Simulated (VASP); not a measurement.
# PbF2 (Fm-3m) in VASP: settings compared

PbF2 is run at these levels: PBE, HSE06; tasks: relaxation of cell and atoms, single point.

All numbers are computed with VASP 6.6.1; they aren't measurements. Logs are shortened: lines on timing, memory, paths and dates and some standing lists are left out, and cuts for length are marked.

## (1) The cell of the first run

The structure is cubic, space group Fm-3m (No. 225). Conventional cell: a = 4.812 Å, b = 4.812 Å, c = 4.812 Å, α = 90.00°, β = 90.00°, γ = 90.00°. Pb (site symmetry m-3m) has 8 F at 2.08 Å within 2.8 Å. F (site symmetry -43m) has 4 Pb at 2.08 Å and 6 F at 2.41 Å within 2.8 Å.

## (2) Relaxation of cell and atoms, PBE

Input file INCAR:

```
SYSTEM = PbF2
PREC = Accurate
ENCUT = 910
EDIFF = 1E-7
ISMEAR = -1
SIGMA = 0.02
LREAL = .FALSE.
LASPH = .TRUE.
NELM = 120
ALGO = Normal
ISIF = 3
LWAVE = .FALSE.
LCHARG = .FALSE.
GGA = PE
IBRION = 2
NSW = 80
EDIFFG = -0.005
GGA_COMPAT = .FALSE.
NELMIN = 4
```

Input file KPOINTS:

```
regular mesh
0
G
  8 8 8
  0 0 0
```

Input file POSCAR:

```
PbF2
1.0
    0.0000000000      2.4059029803      2.4059029803
    2.4059029803      0.0000000000      2.4059029803
    2.4059029803      2.4059029803      0.0000000000
Pb F
1 2
Direct
    0.0000000000      0.0000000000      0.0000000000
    0.2500000000      0.2500000000      0.2500000000
    0.7500000000      0.7500000000      0.7500000000
```

Potentials or basis: VASP PAW PBE potentials, release 64 (Pb_d, F_h).

Command:

```
$ cat potpaw_PBE.64/Pb_d/POTCAR potpaw_PBE.64/F_h/POTCAR > POTCAR
$ mpirun -np 1 vasp_std > vasp.out
```

OUTCAR:

```text
SYSTEM = PbF2
   PREC = Accurate
   ENCUT = 910
   EDIFF = 1E-7
   ISMEAR = -1
   LREAL = .FALSE.
   LASPH = .TRUE.
   NELM = 120
   ISIF = 3
   GGA = PE
   IBRION = 2
   NSW = 80
   EDIFFG = -0.005
   NELMIN = 4

 ion  position               nearest neighbor table
   1  0.000  0.000  0.000-   3 2.08   3 2.08   3 2.08   2 2.08   3 2.08   2 2.08   2 2.08   2 2.08

   2  0.250  0.250  0.250-   1 2.08   1 2.08   1 2.08   1 2.08
   3  0.750  0.750  0.750-   1 2.08   1 2.08   1 2.08   1 2.08

  LATTYP: Found a face centered cubic cell.
 ALAT       =     4.8118059606

  Lattice vectors:

 A1 = (   0.0000000000,   2.4059029803,   2.4059029803)
 A2 = (   2.4059029803,   0.0000000000,   2.4059029803)
 A3 = (   2.4059029803,   2.4059029803,   0.0000000000)

Analysis of symmetry for initial positions (statically):
=====================================================================
 Subroutine PRICEL returns:
 Original cell was already a primitive cell.

 Routine SETGRP: Setting up the symmetry group for a
 face centered cubic supercell.

 Subroutine GETGRP returns: Found 48 space group operations
 (whereof 48 operations were pure point group operations)
 out of a pool of 48 trial point group operations.

The static configuration has the point symmetry O_h .

Analysis of symmetry for dynamics (positions and initial velocities):
=====================================================================
 Subroutine PRICEL returns:
 Original cell was already a primitive cell.

 Routine SETGRP: Setting up the symmetry group for a
 face centered cubic supercell.

 Subroutine GETGRP returns: Found 48 space group operations
 (whereof 48 operations were pure point group operations)
 out of a pool of 48 trial point group operations.

The dynamic configuration has the point symmetry O_h .

 Subroutine INISYM returns: Found 48 space group operations
 (whereof 48 operations are pure point group operations),
 and found     1 'primitive' translations

----------------------------------------------------------------------------------------

                                     Primitive cell

  volume of cell :      27.8525

  direct lattice vectors                    reciprocal lattice vectors
     0.000000000  2.405902980  2.405902980    -0.207822179  0.207822179  0.207822179
     2.405902980  0.000000000  2.405902980     0.207822179 -0.207822179  0.207822179
     2.405902980  2.405902980  0.000000000     0.207822179  0.207822179 -0.207822179

  length of vectors
     3.402460624  3.402460624  3.402460624     0.359958573  0.359958573  0.359958573

  position of ions in fractional coordinates (direct lattice)
     0.000000000  0.000000000  0.000000000
     0.250000000  0.250000000  0.250000000
     0.750000000  0.750000000  0.750000000

  ion indices of the primitive-cell ions
   primitive index   ion index
                 1           1
                 2           2
                 3           3

----------------------------------------------------------------------------------------

 KPOINTS: regular mesh

Automatic generation of k-mesh.
 Grid dimensions read from file:
 generate k-points for:    8    8    8

 Generating k-lattice:

  Cartesian coordinates                     Fractional coordinates (reciprocal lattice)
    -0.025977772  0.025977772  0.025977772     0.125000000  0.000000000  0.000000000
     0.025977772 -0.025977772  0.025977772     0.000000000  0.125000000  0.000000000
     0.025977772  0.025977772 -0.025977772     0.000000000  0.000000000  0.125000000

  Length of vectors
     0.044994822  0.044994822  0.044994822

  Shift w.r.t. Gamma in fractional coordinates (k-lattice)
     0.000000000  0.000000000  0.000000000

 Subroutine IBZKPT returns following result:
 ===========================================

 Found     29 irreducible k-points:

 Following reciprocal coordinates:
            Coordinates               Weight
  0.000000  0.000000  0.000000      1.000000
  0.125000  0.000000  0.000000      8.000000
  0.250000  0.000000  0.000000      8.000000
  0.375000  0.000000  0.000000      8.000000
  0.500000  0.000000  0.000000      4.000000
  0.125000  0.125000  0.000000      6.000000
[... 16 lines left out ...]
  0.500000  0.250000  0.125000     48.000000
 -0.375000  0.250000  0.125000     24.000000
 [... further k-points ...]
   k-points           NKPTS =     29   k-points in BZ     NKDIM =     29   number of bands    NBANDS=     18
   number of dos      NEDOS =    301   number of ions     NIONS =      3
   total plane-waves  NPLWV =  46656
   dimension x,y,z NGX =    36 NGY =   36 NGZ =   36
   dimension x,y,z NGXF=    72 NGYF=   72 NGZF=   72
   ions per type =               1   2
   NGX,Y,Z   is equivalent  to a cutoff of  17.59, 17.59, 17.59 a.u.
   NGXF,Y,Z  is equivalent  to a cutoff of  35.18, 35.18, 35.18 a.u.
 SYSTEM =  PbF2
   PREC   = accura    normal or accurate (medium, high low for compatibility)
   ISTART =      0    job   : 0-new  1-cont  2-samecut
   ICHARG =      2    charge: 1-file 2-atom 10-const
   ISPIN  =      1    spin polarized calculation?
   LNONCOLLINEAR =      F non collinear calculations
   LSORBIT =      F    spin-orbit coupling
   LASPH  =      T    aspherical Exc in radial PAW
   ENCUT  =  910.0 eV  66.88 Ry    8.18 a.u.   8.37  8.37  8.37*2*pi/ulx,y,z
   NELM   =    120;   NELMIN=  4; NELMDL= -5     # of ELM steps
   EDIFF  = 0.1E-06   stopping-criterion for ELM
   LREAL  =      F    real-space projection
   EDIFFG = -.5E-02   stopping-criterion for IOM
   NSW    =     80    number of steps for IOM
   IBRION =      2    ionic relax: 0-MD 1-quasi-New 2-CG
   NFREE  =      1    steps in history (QN), initial steepest desc. (CG)
   ISIF   =      3    stress and relaxation
   ISYM   =      2    0-nonsym 1-usesym 2-fastsym
   POTIM  = 0.5000    time-step for ionic-motion
   TEBEG  =    0.0;   TEEND  =   0.0 temperature during run
   PSTRESS=    0.0 pullay stress
   NELECT =      28.0000    total number of electrons
   NUPDOWN=      -1.0000    fix difference up-down
   EMIN   =  10.00;   EMAX   =-10.00  energy-range for DOS
   EFERMI =   0.00;   METHOD = LEGACY
   ISMEAR =    -1;   SIGMA  =   0.02  broadening in eV -4-tet -1-fermi 0-gaus
   EFERMI_NEDOS =   21; number of points for ismear=-14 and -15
   IALGO  =     38    algorithm
   IMIX   =      4    mixing-type and parameters
     AMIX     =   0.40;   BMIX     =  1.00
     AMIX_MAG =   1.60;   BMIX_MAG =  1.00
  volume/ion in A,a.u.               =       9.28        62.65
  Fermi-wavevector in a.u.,A,eV,Ry     =   1.639983  3.099119 36.593480  2.689545
  Thomas-Fermi vector in A             =   2.730698
   LORBIT       =      0    0 simple, 1 ext, 2 COOP (PROOUT), +10 PAW based schemes
   GGA     = PE    functional components
   LHFCALC =     F    Hartree Fock is set to
   AEXX    =    0.0000 exact exchange contribution
   IVDW    =     0    specifies the selected vdW correction
   LEPSILON=     F    determine dielectric tensor
   LRPA    =     F    only Hartree local field effects (RPA)
 conjugate gradient relaxation of ions
 non-spin polarized calculation
  energy-cutoff  :      910.00
  volume of cell :       27.85
 maximum number of plane-waves:      1807
 NGX is ok and might be reduce to    36
   NGX = 17   NGY = 17   NGZ = 17

--------------------------------------- Ionic step        1  -------------------------------------------

 number of electron      27.9999999 magnetization

 Free energy of the ion-electron system (eV)
  ---------------------------------------------------
  ext. energy  EPLUGINS =         0.00000000
  ---------------------------------------------------
  free energy    TOTEN  =        -5.10761223 eV

  energy without entropy =       -5.10761223  energy(sigma->0) =       -5.10761223

 E-fermi :  14.8120     XC(G=0): -12.9772

 val. band max:       14.3111956116   @ k =  -0.2500   0.5000   0.2500
 cond. band min:      16.9083545069   @ k =   0.3750   0.3750   0.0000
 fundamental gap:      2.5971588953
 Fermi energy:        14.8120101141

 k-point     1 :       0.0000    0.0000    0.0000
  band No.  band energies     occupation
      1     -15.4882      2.00000
      2     -12.5213      2.00000
      3      -4.4184      2.00000
      4      -4.4184      2.00000
      5      -4.4184      2.00000
      6      -3.1075      2.00000
[... 1625 lines left out ...]
  FREE ENERGIE OF THE ION-ELECTRON SYSTEM (eV)
  ---------------------------------------------------
  free  energy   TOTEN  =       -11.7972170308 eV

  energy  without entropy=      -11.7972170308  energy(sigma->0) =      -11.79721703

[... ionic steps 4 to 15 ...]

--------------------------------------- Ionic step       16  -------------------------------------------

 number of electron      27.9999995 magnetization

------------------------ aborting loop because EDIFF is reached ----------------------------------------

  FORCE on cell =-STRESS in cart. coord.  units (eV):
  Direction    XX          YY          ZZ          XY          YZ          ZX
  --------------------------------------------------------------------------------------
  -------------------------------------------------------------------------------------
  Total        0.2405675      0.2405675      0.2405675      0.0000000      0.0000000      0.0000000
  in kB        8.8086712      8.8086712      8.8086712      0.0000000      0.0000000      0.0000000
  external PRESSURE =       8.8086712 kB  Pullay stress =       0.0000000 kB
[... 59 lines left out ...]
  energy  without entropy=      -12.7949439187  energy(sigma->0) =      -12.79494392

--------------------------------------- Ionic step       18  -------------------------------------------

 number of electron      27.9999996 magnetization

 Free energy of the ion-electron system (eV)
  ---------------------------------------------------
  ext. energy  EPLUGINS =         0.00000000
  ---------------------------------------------------
  free energy    TOTEN  =       -12.79497954 eV

  energy without entropy =      -12.79497954  energy(sigma->0) =      -12.79497954

 E-fermi :   5.1638     XC(G=0): -10.2909

 val. band max:        4.6815966102   @ k =  -0.2500   0.5000   0.2500
 cond. band min:       8.9794851429   @ k =   0.5000   0.5000   0.0000
 fundamental gap:      4.2978885327
 Fermi energy:         5.1637548388

 k-point     1 :       0.0000    0.0000    0.0000
  band No.  band energies     occupation
      1     -18.1341      2.00000
      2     -17.1515      2.00000
      3     -10.1819      2.00000
      4     -10.1819      2.00000
      5     -10.1819      2.00000
      6     -10.0130      2.00000
[... 525 lines left out ...]
  FREE ENERGIE OF THE ION-ELECTRON SYSTEM (eV)
  ---------------------------------------------------
  free  energy   TOTEN  =       -12.7949795439 eV

  energy  without entropy=      -12.7949795439  energy(sigma->0) =      -12.79497954

 reached required accuracy - stopping structural energy minimisation
```

Run time: 2.5 min. Hardware: 1 thread of Intel Xeon 6975P-C (Granite Rapids), shared host; peak memory 0.22 GiB.

Results:

```yaml
Free_energy: -12.7950 eV
Relaxed_volume: 14.64 Å³/atom
Relaxed_cell: a = 3.960 Å, b = 3.960 Å, c = 3.960 Å, α = 60.00°, β = 60.00°, γ = 60.00°
Space_group_after_relaxing_to_0.1_Å: Fm-3m (No. 225)
Pressure_after_relaxing: 0.0 GPa
Band_gap_on_the_k_mesh: 4.30 eV (least direct gap 4.46 eV)
```

Final structure:
```
Pb F
1.0
     0.00000    2.80010    2.80010
     2.80010    0.00000    2.80010
     2.80010    2.80010    0.00000
Pb F
1 2
Direct
  0.00000 0.00000 0.00000
  0.25000 0.25000 0.25000
  0.75000 0.75000 0.75000
```

Caveat: the cutoff is under 1.25 times the usual one of these potentials, so pressure, stress and relaxed cells hold a basis-set (Pulay) error; the volume moved by over 15 % at a fixed basis, so the end points are rough; spin-orbit coupling is left out, which moves the levels of the heavy elements. A k mesh can miss the band edges.

## (3) Single point, HSE06

This run uses another cell than the first one, of 17.58 Å³/atom.

Input file POSCAR:

```
PbF2
1.0
    0.0000000000      2.9762875695      2.9762875695
    2.9762875695      0.0000000000      2.9762875695
    2.9762875695      2.9762875695      0.0000000000
Pb F
1 2
Direct
    0.0000000000      0.0000000000      0.0000000000
    0.2500000000      0.2500000000      0.2500000000
    0.7500000000      0.7500000000      0.7500000000
```

Input file INCAR.step1:

```
SYSTEM = PbF2
ALGO = Normal ; EDIFF = 1E-5
ENCUT = 520 ; GGA = PE
ISIF = 2 ; ISMEAR = -1
LASPH = .TRUE. ; LREAL = .FALSE.
LWAVE = .TRUE. ; NBANDS = 21
NELM = 80 ; PREC = Accurate
SIGMA = 0.02
```

Input file INCAR.step2:

```
SYSTEM = PbF2
ALGO = Normal ; EDIFF = 1E-6
ENCUT = 520 ; GGA = PE
HFSCREEN = 0.2079 ; ISIF = 2
ISMEAR = -1 ; ISTART = 1
LASPH = .TRUE. ; LCHARG = .TRUE.
LELF = .TRUE. ; LHFCALC = .TRUE.
LREAL = .FALSE. ; LVHAR = .TRUE.
LWAVE = .FALSE. ; NBANDS = 21
NELM = 80 ; PREC = Accurate
PRECFOCK = Normal ; SIGMA = 0.02
```

Input file KPOINTS:

```
k-points
0
G
  4 4 4
  0 0 0
```

Potentials or basis: VASP PAW PBE potentials, release 64 (Pb_d, F).

Command:

```
$ cat potpaw_PBE.64/Pb_d/POTCAR potpaw_PBE.64/F/POTCAR > POTCAR
$ cp INCAR.step1 INCAR
$ mpirun -np 1 vasp_std > vasp.out
$ cp INCAR.step2 INCAR
$ mpirun -np 1 vasp_std > vasp.out
```

It took 13 min on 1 thread of Intel Xeon Platinum 8259CL at 2.50GHz (Skylake/Cascade Lake), shared host; peak memory 0.29 GiB.

It converged, with:

| Property | Result |
| --- | --- |
| Free energy | -17.8363 eV |
| Pressure | -0.1 GPa |
| Band gap on the k mesh | 5.73 eV (least direct gap 5.87 eV) |

Levels at points of the mesh, in eV from the valence-band top:
```csv
k point,band 11,band 12,band 13,band 14,band 15,band 16,band 17,band 18
"(0.00, 0.00, 0.00)",-3.05,-2.51,-2.51,-2.51,8.19,8.19,8.19,11.92
"(0.50, 0.00, 0.00)",-3.22,-2.70,-2.70,-0.11,6.28,9.12,9.12,14.61
"(0.50, 0.50, 0.00)",-2.09,-2.09,-2.08,-0.13,5.73,9.36,9.36,10.26
```

Caveat: the k points lie up to 0.46 Å⁻¹ apart; the PAW data sets were made with another functional, which shifts forces and pressure a little; spin-orbit coupling is left out, which moves the levels of the heavy elements. A k mesh can miss the band edges.
